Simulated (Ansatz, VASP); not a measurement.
**One calculation of Zn5O2, two programs**

File INCAR:

```
PREC = Accurate
ENCUT = 520
EDIFF = 1E-6
ISMEAR = 0
SIGMA = 0.2
LREAL = F
LASPH = T
NELM = 100
ALGO = Normal
ISIF = 2
LWAVE = F
LCHARG = F
GGA = PE
NBANDS = 45
```

KPOINTS

```
Automatic mesh
0
Gamma
  12 12 2
```

The input POSCAR:

```
Zn5O2
1.0
    3.1394509548      0.0000000000      0.0000000000
   -1.5697254774      2.7188442808      0.0000000000
    0.0000000000      0.0000000000     11.5916231111
Zn O
5 2
Direct
    0.3333333333      0.6666666667      0.4844861005
    0.0000000000      0.0000000000      0.2410777271
    0.6666666667      0.3333333333      0.0033993354
    0.6666666667      0.3333333333      0.6691478489
    0.3333333333      0.6666666667      0.8410879516
    0.0000000000      0.0000000000      0.4092080479
    0.6666666667      0.3333333333      0.1715929886
```

Input for Ansatz:

```yaml
crystal:
  lattice:
    - [3.1394509548, 0.0, 0.0]
    - [-1.5697254774, 2.7188442808, 0.0]
    - [0.0, 0.0, 11.5916231111]
  atoms:
    - { symbol: Zn, position: [0.3333333333, 0.6666666667, 0.4844861005] }
    - { symbol: Zn, position: [0.0, 0.0, 0.2410777271] }
    - { symbol: Zn, position: [0.6666666667, 0.3333333333, 0.0033993354] }
    - { symbol: Zn, position: [0.6666666667, 0.3333333333, 0.6691478489] }
    - { symbol: Zn, position: [0.3333333333, 0.6666666667, 0.8410879516] }
    - { symbol: O, position: [0.0, 0.0, 0.4092080479] }
    - { symbol: O, position: [0.6666666667, 0.3333333333, 0.1715929886] }
basis:
  ecutwfc: 420
kpoints:
  mp_grid: { grid: [12, 12, 2] }
hamiltonian:
  xc: pbe
scf:
  occupations: { method: gaussian, width: 0.2 }
  lower_state_search: "off"
output:
  forces: true
  stress: true
  eigenvalues: true
```

Alike in both runs: task single point; functional PBE; k mesh 12 × 12 × 2; occupations gaussian, width 0.2 eV; no spin polarisation.

|  | VASP | Ansatz |
| --- | --- | --- |
| version | VASP 6.6.1 | Ansatz 0.2.0 |
| potentials or method | VASP PAW PBE potentials, release 64 (Zn, O), cutoff 520 eV | scalar-relativistic, plane waves, PAW |
| valence electrons in the cell | 72 | 72 |

Ansatz gave:

| Property | Result |
| --- | --- |
| gap on the k mesh at the Fermi level (eV) | none |
| pressure (GPa) | 0.0 |
| traceless stress, the component that is largest in VASP (GPa) | 0.07 |
| rms of the force components (eV/Å) | 0.004 |

Question: What did VASP give for the same quantities?

Answer: gap on the k mesh at the Fermi level (eV): none; pressure (GPa): 0.6; traceless stress, the component that is largest in VASP (GPa): 0.20; rms of the force components (eV/Å): 0.017.

Atom by atom the forces differ by 0.019 eV/Å (rms over components). A gap of «none» marks a metal or a gap that the smearing closes.
